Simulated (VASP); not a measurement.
Runs of VASP 6.6.1 on GaN. The structure is that of space group F-43m (No. 216), or close to it. The cells are those of the table. 

```csv
cell,gap on the mesh (eV),pressure (GPa),largest force (eV/Å)
"a = 3.240, b = 3.181, c = 3.181 Å, angles 58.8, 59.4, 59.4°, 2 atoms",2.06,1.4,(a)
"a = 3.192, b = 3.180, c = 3.180 Å, angles 59.8, 59.9, 59.9°, 2 atoms",2.14,1.1,0.07
"a = 3.264, b = 3.181, c = 3.181 Å, angles 58.3, 59.1, 59.1°, 2 atoms",2.00,1.7,0.47
"a = 3.085, b = 3.181, c = 3.181 Å, angles 62.0, 61.0, 61.0°, 2 atoms",1.97,1.9,0.53
"a = 3.216, b = 3.181, c = 3.181 Å, angles 59.3, 59.6, 59.6°, 2 atoms",2.10,(b),0.20
"a = 3.133, b = 3.181, c = 3.181 Å, angles 61.0, 60.5, 60.5°, 2 atoms",2.08,1.3,0.26
"a = 3.252, b = 3.181, c = 3.181 Å, angles 58.5, 59.3, 59.3°, 2 atoms",2.03,1.6,0.40
"a = 3.204, b = 3.181, c = 3.181 Å, angles 59.5, 59.8, 59.8°, 2 atoms",2.12,1.1,0.13
```

Alike in all rows: task single point; level r2SCAN; potentials or basis VASP PAW PBE potentials, release 64 (Ga_d, N); no spin polarisation; k mesh 10 × 10 × 10; cutoff (eV) 520; smearing gaussian 0.05 eV.

Fill in the values left out.

(a) 0.33; (b) 1.2.

Caveats: the PAW data sets were made with another functional, which shifts forces and pressure a little.

A k mesh can miss the band edges, and the runs leave out spin-orbit coupling on Ga.
